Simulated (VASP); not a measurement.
# CuO (P6_3mc) in VASP: settings compared, part 2 of 2

VASP 6.6.1. Earlier steps stand in the parts before.

## 5. Single point, PBEsol

This run uses another cell than the first one, of 13.11 Å³/atom, 1.040 times its volume.

Contents of INCAR:

```
ALGO = Normal ; EDIFF = 1E-7
ENCUT = 520 ; GGA = PS
ISIF = 2 ; ISMEAR = -1
LASPH = T ; LCHARG = F
LREAL = F ; LWAVE = F
NBANDS = 25 ; NELM = 100
PREC = Accurate ; SIGMA = 0.05
```

Contents of KPOINTS:

```
k-points
0
Gamma
  9 9 5
```

Contents of POSCAR:

```
CuO
1.0
    3.3312928712      0.0000000000      0.0000000000
   -1.6656464306      2.8849842492      0.0000000000
    0.0000000000      0.0000000000      5.4558885767
Cu O
2 2
Direct
    0.6666666667      0.3333333333      0.0000000000
    0.3333333333      0.6666666667      0.5000000000
    0.6666666667      0.3333333333      0.6252000000
    0.3333333333      0.6666666667      0.1252000000
```

Potentials or basis: VASP PAW PBE potentials, release 64 (Cu, O).

Started as:

```bash
cat potpaw_PBE.64/Cu/POTCAR potpaw_PBE.64/O/POTCAR > POTCAR
mpirun -np 1 vasp_std > vasp.out
```

OUTCAR:

```text
EDIFF = 1E-7
   ENCUT = 520
   GGA = PS
   ISIF = 2
   ISMEAR = -1
   LASPH = T
   LREAL = F
   NELM = 100
   PREC = Accurate

 ion  position               nearest neighbor table
   1  0.667  0.333  0.000-   4 2.04   4 2.04   4 2.04   3 2.04
   2  0.333  0.667  0.500-   3 2.04   3 2.04   3 2.04   4 2.04
   3  0.667  0.333  0.625-   2 2.04   2 2.04   2 2.04   1 2.04
   4  0.333  0.667  0.125-   1 2.04   1 2.04   1 2.04   2 2.04

  LATTYP: Found a hexagonal cell.
 ALAT       =     3.3312928712
 C/A-ratio  =     1.6377691148

  Lattice vectors:

 A1 = (   3.3312928712,   0.0000000000,   0.0000000000)
 A2 = (  -1.6656464306,   2.8849842492,   0.0000000000)
 A3 = (   0.0000000000,   0.0000000000,   5.4558885767)

Analysis of symmetry for initial positions (statically):
=====================================================================
 Subroutine PRICEL returns:
 Original cell was already a primitive cell.

 Routine SETGRP: Setting up the symmetry group for a
 hexagonal supercell.

 Subroutine GETGRP returns: Found 12 space group operations
 (whereof  6 operations were pure point group operations)
 out of a pool of 24 trial point group operations.

The static configuration has the point symmetry C_3v.
 The point group associated with its full space group is C_6v.

Analysis of symmetry for dynamics (positions and initial velocities):
=====================================================================
 Subroutine PRICEL returns:
 Original cell was already a primitive cell.

 Routine SETGRP: Setting up the symmetry group for a
 hexagonal supercell.

 Subroutine GETGRP returns: Found 12 space group operations
 (whereof  6 operations were pure point group operations)
 out of a pool of 24 trial point group operations.

The dynamic configuration has the point symmetry C_3v.
 The point group associated with its full space group is C_6v.

 Subroutine INISYM returns: Found 12 space group operations
 (whereof  6 operations are pure point group operations),
 and found     1 'primitive' translations

----------------------------------------------------------------------------------------

                                     Primitive cell

  volume of cell :      52.4351

  direct lattice vectors                    reciprocal lattice vectors
     3.331292871  0.000000000  0.000000000     0.300183754  0.173311171  0.000000000
    -1.665646431  2.884984249  0.000000000     0.000000000  0.346622343  0.000000000
     0.000000000  0.000000000  5.455888577     0.000000000  0.000000000  0.183288201

  length of vectors
     3.331292871  3.331292865  5.455888577     0.346622342  0.346622343  0.183288201

  position of ions in fractional coordinates (direct lattice)
     0.666666667  0.333333333  0.000000000
     0.333333333  0.666666667  0.500000000
     0.666666667  0.333333333  0.625200000
     0.333333333  0.666666667  0.125200000

  ion indices of the primitive-cell ions
   primitive index   ion index
                 1           1
                 2           2
                 3           3
                 4           4

----------------------------------------------------------------------------------------

 KPOINTS: k-points

Automatic generation of k-mesh.
 Grid dimensions read from file:
 generate k-points for:    9    9    5

 Generating k-lattice:

  Cartesian coordinates                     Fractional coordinates (reciprocal lattice)
     0.033353750  0.019256797  0.000000000     0.111111111 -0.000000000  0.000000000
     0.000000000  0.038513594  0.000000000     0.000000000  0.111111111  0.000000000
     0.000000000  0.000000000  0.036657640     0.000000000  0.000000000  0.200000000

  Length of vectors
     0.038513594  0.038513594  0.036657640

  Shift w.r.t. Gamma in fractional coordinates (k-lattice)
     0.000000000  0.000000000  0.000000000

 Subroutine IBZKPT returns following result:
 ===========================================

 Found     36 irreducible k-points:

 Following reciprocal coordinates:
            Coordinates               Weight
  0.000000  0.000000  0.000000      1.000000
  0.111111  0.000000  0.000000      6.000000
  0.222222  0.000000  0.000000      6.000000
  0.333333  0.000000  0.000000      6.000000
  0.444444  0.000000  0.000000      6.000000
  0.111111  0.111111  0.000000      6.000000
[... 16 lines left out ...]
  0.333333  0.222222  0.200000     24.000000
  0.333333  0.333333  0.200000      4.000000
 [... further k-points ...]
   k-points           NKPTS =     36   k-points in BZ     NKDIM =     36   number of bands    NBANDS=     25
   number of dos      NEDOS =    301   number of ions     NIONS =      4
   total plane-waves  NPLWV =  32928
   dimension x,y,z NGX =    28 NGY =   28 NGZ =   42
   dimension x,y,z NGXF=    56 NGYF=   56 NGZF=   84
   ions per type =               2   2
   NGX,Y,Z   is equivalent  to a cutoff of  13.97, 13.97, 12.80 a.u.
   NGXF,Y,Z  is equivalent  to a cutoff of  27.95, 27.95, 25.60 a.u.
 SYSTEM =  unknown system
   PREC   = accura    normal or accurate (medium, high low for compatibility)
   ISTART =      0    job   : 0-new  1-cont  2-samecut
   ICHARG =      2    charge: 1-file 2-atom 10-const
   ISPIN  =      1    spin polarized calculation?
   LNONCOLLINEAR =      F non collinear calculations
   LSORBIT =      F    spin-orbit coupling
   LASPH  =      T    aspherical Exc in radial PAW
   ENCUT  =  520.0 eV  38.22 Ry    6.18 a.u.   6.19  6.19 10.14*2*pi/ulx,y,z
   NELM   =    100;   NELMIN=  2; NELMDL= -5     # of ELM steps
   EDIFF  = 0.1E-06   stopping-criterion for ELM
   LREAL  =      F    real-space projection
   EDIFFG = 0.1E-05   stopping-criterion for IOM
   NSW    =      0    number of steps for IOM
   IBRION =     -1    ionic relax: 0-MD 1-quasi-New 2-CG
   NFREE  =      0    steps in history (QN), initial steepest desc. (CG)
   ISIF   =      2    stress and relaxation
   ISYM   =      2    0-nonsym 1-usesym 2-fastsym
   POTIM  = 0.5000    time-step for ionic-motion
   TEBEG  =    0.0;   TEEND  =   0.0 temperature during run
   PSTRESS=    0.0 pullay stress
   NELECT =      34.0000    total number of electrons
   NUPDOWN=      -1.0000    fix difference up-down
   EMIN   =  10.00;   EMAX   =-10.00  energy-range for DOS
   EFERMI =   0.00;   METHOD = LEGACY
   ISMEAR =    -1;   SIGMA  =   0.05  broadening in eV -4-tet -1-fermi 0-gaus
   EFERMI_NEDOS =   21; number of points for ismear=-14 and -15
   IALGO  =     38    algorithm
   IMIX   =      4    mixing-type and parameters
     AMIX     =   0.40;   BMIX     =  1.00
     AMIX_MAG =   1.60;   BMIX_MAG =  1.00
  volume/ion in A,a.u.               =      13.11        88.46
  Fermi-wavevector in a.u.,A,eV,Ry     =   1.416970  2.677684 27.317819  2.007803
  Thomas-Fermi vector in A             =   2.538249
   LORBIT       =      0    0 simple, 1 ext, 2 COOP (PROOUT), +10 PAW based schemes
   GGA     = PS    functional components
   LHFCALC =     F    Hartree Fock is set to
   AEXX    =    0.0000 exact exchange contribution
   IVDW    =     0    specifies the selected vdW correction
   LEPSILON=     F    determine dielectric tensor
   LRPA    =     F    only Hartree local field effects (RPA)
 non-spin polarized calculation
  energy-cutoff  :      520.00
  volume of cell :       52.44
 maximum number of plane-waves:      1442
 NGX is ok and might be reduce to    28
   NGX = 13   NGY = 13   NGZ = 21

 number of electron      33.9999981 magnetization

 Free energy of the ion-electron system (eV)
  ---------------------------------------------------
  ext. energy  EPLUGINS =         0.00000000
  ---------------------------------------------------
  free energy    TOTEN  =       -20.29544267 eV

  energy without entropy =      -20.24265781  energy(sigma->0) =      -20.26905024

 E-fermi :   2.5070     XC(G=0): -10.6393

 val. band max:        2.4962276402   @ k =   0.1111   0.0000   0.2000
 cond. band min:       2.5097466072   @ k =   0.3333   0.1111   0.2000
 fundamental gap:      0.0135189670
 Fermi energy:         2.5070081947

 k-point     1 :       0.0000    0.0000    0.0000
  band No.  band energies     occupation
      1     -15.4252      2.00000
      2     -14.9129      2.00000
      3      -2.6437      2.00000
      4      -1.6053      2.00000
      5      -1.6053      2.00000
      6      -1.5909      2.00000
[... 17 lines left out ...]
     24      16.2255      0.00000
     25      16.7049      0.00000
[... 621 lines left out ...]
      3      -1.9775      2.00000
      4      -1.9775      2.00000
      5      -1.8591      2.00000
      6      -1.8411      2.00000
[... 17 lines left out ...]
     24      12.2969      0.00000
     25      15.4898      0.00000

 [... further k-points ...]
[... 5 lines left out ...]
  --------------------------------------------------------------------------------------
  -------------------------------------------------------------------------------------
  Total       -5.8632051     -5.8632050     -5.5207897     -0.0000000     -0.0000000      0.0000000
  in kB     -179.1529284   -179.1529278   -168.6902697     -0.0000003     -0.0000000      0.0000000
  external PRESSURE =    -175.6653753 kB  Pullay stress =       0.0000000 kB

 VOLUME and BASIS-vectors are now :
 -----------------------------------------------------------------------------
  energy-cutoff  :      520.00
  volume of cell :       52.44
      direct lattice vectors                 reciprocal lattice vectors
     3.331292871  0.000000000  0.000000000     0.300183754  0.173311171  0.000000000
    -1.665646431  2.884984249  0.000000000     0.000000000  0.346622343  0.000000000
     0.000000000  0.000000000  5.455888577     0.000000000  0.000000000  0.183288201

 POSITION                                       TOTAL-FORCE (eV/Angst)
 -----------------------------------------------------------------------------------
      1.66565      0.96166      0.00000        -0.000000      0.000000     -0.054675
      0.00000      1.92332      2.72794         0.000000      0.000000     -0.054675
      1.66565      0.96166      3.41102         0.000000      0.000000      0.054675
      0.00000      1.92332      0.68308         0.000000      0.000000      0.054675
 -----------------------------------------------------------------------------------
    total drift:                                0.000000      0.000000     -0.000024

  FREE ENERGIE OF THE ION-ELECTRON SYSTEM (eV)
  ---------------------------------------------------
  free  energy   TOTEN  =       -20.2954426671 eV

  energy  without entropy=      -20.2426578052  energy(sigma->0) =      -20.26905024
```

OSZICAR:

```text
N       E                     dE             d eps       ncg     rms          rms(c)
DAV:   1     0.309246602482E+03    0.30925E+03   -0.15986E+04  1816   0.199E+03
DAV:   2     0.153982235921E+02   -0.29385E+03   -0.27221E+03  1903   0.382E+02
DAV:   3    -0.247536695236E+02   -0.40152E+02   -0.37965E+02  2221   0.157E+02
DAV:   4    -0.262681736799E+02   -0.15145E+01   -0.14960E+01  2258   0.326E+01
DAV:   5    -0.263010986538E+02   -0.32925E-01   -0.32906E-01  2237   0.438E+00    0.168E+01
DAV:   6    -0.249508031602E+02    0.13503E+01   -0.44134E+01  2505   0.153E+02    0.156E+01
DAV:   7    -0.201823921066E+02    0.47684E+01   -0.11397E+01  2162   0.115E+02    0.239E+00
DAV:   8    -0.203519687165E+02   -0.16958E+00   -0.20459E+00  1895   0.910E+00    0.158E+00
DAV:   9    -0.203117616370E+02    0.40207E-01   -0.10949E-01  3083   0.579E+00    0.936E-01
DAV:  10    -0.203000919307E+02    0.11670E-01   -0.21583E-02  2650   0.196E+00    0.704E-01
DAV:  11    -0.202953057550E+02    0.47862E-02   -0.17920E-02  2675   0.121E+00    0.136E-01
DAV:  12    -0.202954560649E+02   -0.15031E-03   -0.96484E-04  2205   0.305E-01    0.146E-01
DAV:  13    -0.202954795650E+02   -0.23500E-04   -0.17270E-04  2191   0.125E-01    0.618E-02
DAV:  14    -0.202954564920E+02    0.23073E-04   -0.27878E-05  2981   0.154E-01    0.402E-02
DAV:  15    -0.202954446212E+02    0.11871E-04   -0.36662E-05  2728   0.534E-02    0.121E-02
DAV:  16    -0.202954427774E+02    0.18438E-05   -0.46809E-06  2787   0.219E-02    0.191E-03
DAV:  17    -0.202954426737E+02    0.10372E-06   -0.23739E-07  1582   0.482E-03    0.786E-04
DAV:  18    -0.202954426671E+02    0.65884E-08   -0.12044E-07  1166   0.305E-03
   1 F= -.20295443E+02 E0= -.20269050E+02  d E =-.527849E-01
```

It took 28 s on 1 thread of Intel Xeon 6975P-C (Granite Rapids), shared host; peak memory 0.19 GiB.

What came out:

- Free energy: -20.2954 eV
- Pressure: -17.6 GPa
- Largest force: 0.055 eV/Å
- Band gap on the k mesh: zero (band 17 reaches 3.21 eV, above the bottom of band 18 at 1.95 eV)

Forces in eV/Å, atoms in the order of the input:
```
Cu   0.000  0.000 -0.055
Cu   0.000  0.000 -0.055
O    0.000  0.000  0.055
O    0.000  0.000  0.055
```

Levels at points of the mesh, in eV from the Fermi level:
```csv
k point,band 14,band 15,band 16,band 17,band 18,band 19,band 20,band 21
"(0.00, 0.00, 0.00)",0.03,0.03,0.61,0.71,0.71,0.83,5.43,7.50
```

Caveat: the PAW data sets were made with another functional, which shifts forces and pressure a little; semilocal functionals often make such compounds metallic where correlation or magnetic order opens a gap, which also shifts bond lengths. With open d or f shells a metallic result of PBEsol can be an artefact of self-interaction; +U or a hybrid may open a gap.

## 6. Summary

```tsv
level	cell	gap on the mesh (eV)	pressure (GPa)	largest force (eV/Å)
PBEsol	a = 3.288, b = 3.288, c = 5.385 Å, angles 90.0, 90.0, 120.0°, 4 atoms	none	-14.7	0.07
RPBE	a = 3.288, b = 3.288, c = 5.385 Å, angles 90.0, 90.0, 120.0°, 4 atoms	none	-4.2	0.07
PBEsol	a = 3.310, b = 3.310, c = 5.421 Å, angles 90.0, 90.0, 120.0°, 4 atoms	none	-16.2	0.06
PBEsol	a = 3.331, b = 3.331, c = 5.456 Å, angles 90.0, 90.0, 120.0°, 4 atoms	none	-17.6	0.05
```

Alike in all rows: task single point; potentials or basis VASP PAW PBE potentials, release 64 (Cu, O); no spin polarisation; k mesh 9 × 9 × 5; cutoff (eV) 520; smearing fermi-dirac 0.05 eV.

Caveats: the PAW data sets were made with another functional, which shifts forces and pressure a little; semilocal functionals often make such compounds metallic where correlation or magnetic order opens a gap, which also shifts bond lengths.

Total energies depend on the potentials used, so only differences within one code and one set of settings carry meaning.
